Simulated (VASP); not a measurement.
Wanted: the native input for a VASP 6.6.1 run.

- Task: single point
- Functional: PBE
- Potentials or basis: VASP PAW PBE potentials, release 64 (Hf_pv, N)
- Cutoff: 600 eV
- k mesh: 10 × 10 × 10
- Occupations: gaussian, width 0.014 eV
- Spin: no spin polarisation
- Dipole correction: no
- Further INCAR settings: ALGO = Normal; EDIFF = 1e-06; NBANDS = 14

The structure of HfN lies in POSCAR:

```
HfN
1.0
    0.0000000000      2.2560000000      2.2560000000
    2.2560000000      0.0000000000      2.2560000000
    2.2560000000      2.2560000000      0.0000000000
Hf N
1 1
Direct
    0.0000000000      0.0000000000      0.0000000000
    0.5000000000      0.5000000000      0.5000000000
```

These files were run (other wordings do the same):

INCAR

```
SYSTEM = HfN
ALGO = Normal
EDIFF = 1E-6
ENCUT = 600
GGA = PE
GGA_COMPAT = .FALSE.
ISIF = 2
ISMEAR = 0
LASPH = .TRUE.
LCHARG = .TRUE.
LELF = .TRUE.
LREAL = .FALSE.
LVHAR = .TRUE.
LWAVE = .FALSE.
NBANDS = 14
NELM = 120
PREC = Accurate
SIGMA = 0.014
```

KPOINTS

```
k-points
0
G
  10 10 10
  0 0 0
```

Potentials or basis: VASP PAW PBE potentials, release 64 (Hf_pv, N).

Command:

```console
$ cat potpaw_PBE.64/Hf_pv/POTCAR potpaw_PBE.64/N/POTCAR > POTCAR
$ mpirun -np 1 vasp_std > vasp.out
```

Results of the run:

* Pressure: 4.1 GPa

Run time: 18 s on 1 thread of Intel(R) Xeon(R) Platinum 8488C (Sapphire Rapids), on a shared host, peak memory 0.17 GiB.
